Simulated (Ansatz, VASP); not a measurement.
## One calculation of Tl, two programs

```
Tl
1.0
     0.00000    2.47650    2.47650
     2.47650    0.00000    2.47650
     2.47650    2.47650    0.00000
Tl
1
Direct
  0.00000 0.00000 0.00000
```

Alike in both runs: task single point; functional LDA; k mesh 13 × 13 × 13; occupations fermi-dirac, width 0.1 eV; no spin polarisation.

|  | VASP | Ansatz |
| --- | --- | --- |
| version | VASP 6.6.1 | Ansatz 0.2.0 |
| potentials or method | VASP PAW LDA potentials, release 64 (Tl_d), cutoff 520 eV | plane waves (420 eV) with PAW, scalar-relativistic |
| valence electrons in the cell | 13 | 13 |

```csv
,VASP,Ansatz,Ansatz less VASP
pressure (GPa),-3.6,-3.7,-0.02
```

Ansatz warns that its potentials were made for another functional, while VASP's fit it. LDA's correlation is that of Perdew and Zunger in VASP and of Perdew and Wang (1992) in Ansatz.

Neither program's run includes spin-orbit coupling.
